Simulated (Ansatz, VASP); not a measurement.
Two plane-wave programs on Te

```
Te
1.0
     3.20660    0.00000    0.00000
     0.00000    4.51646    0.00000
     0.00000    0.00000    9.05027
Te
4
Direct
  0.50000 0.50129 0.76000
  0.50000 0.49871 0.26000
  0.50000 0.99962 0.01000
  0.50000 0.00038 0.51000
```

Alike in both runs: functional PBE; k mesh 14 × 10 × 6; occupations gaussian, width 0.1 eV; no spin polarisation.

Ansatz relaxed the structure, and its values are those at the end. VASP's run is a single point on that final structure, the one shown.

```csv
,VASP,Ansatz
version,VASP 6.6.1,Ansatz 0.2.0
potentials or method,"VASP PAW PBE potentials, release 64 (Te), cutoff 520 eV","scalar-relativistic, plane waves, PAW"
valence electrons in the cell,24,64
```

```tsv
	VASP	Ansatz	Ansatz less VASP
gap on the k mesh at the Fermi level (eV)	none	none	-
pressure (GPa)	0.0	0.0	+0.04
```

A gap of «none» marks a metal or a gap that the smearing closes. With one functional, cell and mesh, what is left measures potentials, basis and numerics. VASP's potentials hold 24 valence electrons a cell and Ansatz's 64, so a difference there can come from the potentials and not from the codes.

Spin-orbit coupling is off throughout.
